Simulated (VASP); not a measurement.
A run of VASP 6.6.1 is set up as follows.

Contents of INCAR:

```
SYSTEM = AlNi3
PREC     = Accurate       ! precision mode
ENCUT    = 520            ! plane-wave cutoff, eV
EDIFF    = 1E-6           ! SCF threshold, eV
ISMEAR   = -1             ! smearing method
SIGMA    = 0.05           ! smearing width, eV
LREAL    = .False.        ! projectors in reciprocal space
LASPH    = .True.         ! aspherical terms in the spheres
NELM     = 150            ! most SCF steps
ALGO     = Fast           ! electronic algorithm
ISIF     = 2              ! what is computed and relaxed
LWAVE    = .False.        ! write WAVECAR
LCHARG   = .False.        ! write CHGCAR
ISPIN    = 2              ! spin polarisation
MAGMOM   = 1 1 1 0        ! initial moments
LORBIT   = 11             ! projections on sites
LMAXMIX  = 4              ! l up to which the mixer works
GGA      = CA             ! functional
NBANDS   = 28             ! bands
```

The input KPOINTS:

```
Automatic mesh
0
Gamma
  8 8 8
  0 0 0
```

Contents of POSCAR:

```
AlNi3
1.0
    3.5694160265      0.0000000000      0.0000000000
    0.0000000000      3.5694160265      0.0000000000
    0.0000000000      0.0000000000      3.5694160265
Ni Al
3 1
Direct
    0.5000000000      0.5000000000      0.0000000000
    0.5000000000      0.0000000000      0.5000000000
    0.0000000000      0.5000000000      0.5000000000
    0.0000000000      0.0000000000      0.0000000000
```

Potentials or basis: VASP PAW LDA potentials, release 64 (Ni, Al).

Launch:

```bash
$ cat potpaw_LDA.64/Ni/POTCAR potpaw_LDA.64/Al/POTCAR > POTCAR
$ mpirun -np 1 vasp_std > vasp.out
```

Question: What does it give for the pressure?

Answer: -13.8 GPa.

Question: What does it give for the site moments?

Answer: Ni +0.16; Al -0.00 μB.
